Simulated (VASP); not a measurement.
Runs of VASP 6.6.1 on Ga. The structure is that of space group P6_3/mmc (No. 194), or close to it. The cells are those of the table. 

```tsv
task	cell	k mesh	cutoff (eV)	gap on the mesh (eV)	pressure (GPa)
single point	a = 3.070, b = 3.070, c = 4.738 Å, angles 90.0, 90.0, 120.0°, 2 atoms	13 × 13 × 7	520	none	5.1
single point	a = 3.204, b = 3.204, c = 4.944 Å, angles 90.0, 90.0, 120.0°, 2 atoms	12 × 12 × 7	520	none	0.0
single point	a = 3.116, b = 3.116, c = 4.809 Å, angles 90.0, 90.0, 120.0°, 2 atoms	13 × 13 × 7	520	none	2.9
relaxation of cell and atoms	relaxed from a = 3.026, b = 3.026, c = 4.942 Å, angles 90.0, 90.0, 120.0°, 2 atoms	12 × 12 × 7	600	none	0.0
single point	a = 3.327, b = 3.327, c = 5.134 Å, angles 90.0, 90.0, 120.0°, 2 atoms	13 × 13 × 7	520	none	-2.5
single point	a = 3.161, b = 3.161, c = 4.877 Å, angles 90.0, 90.0, 120.0°, 2 atoms	13 × 13 × 7	520	none	(b)
single point	a = 3.246, b = 3.246, c = 5.009 Å, angles 90.0, 90.0, 120.0°, 2 atoms	13 × 13 × 7	520	none	-0.9
single point	a = 3.287, b = 3.287, c = 5.073 Å, angles 90.0, 90.0, 120.0°, 2 atoms	13 × 13 × 7	520	none	-1.8
single point	a = 3.204, b = 3.204, c = 4.944 Å, angles 90.0, 90.0, 120.0°, 2 atoms	19 × 19 × 11	520	none	(a)
single point	a = 3.204, b = 3.204, c = 4.944 Å, angles 90.0, 90.0, 120.0°, 2 atoms	13 × 13 × 7	520	none	0.0
```

Alike in all rows: level BLYP; potentials or basis VASP PAW PBE potentials, release 64 (Ga_d); no spin polarisation; smearing fermi-dirac 0.1 eV.

Q: Fill in the values left out.

A: (a) 0.1; (b) 1.3.

Caveats: the PAW data sets were made with another functional, which shifts forces and pressure a little.

A k mesh can miss the band edges, and the runs leave out spin-orbit coupling on Ga.

A gap of «none» marks levels without a gap at the run's occupations.
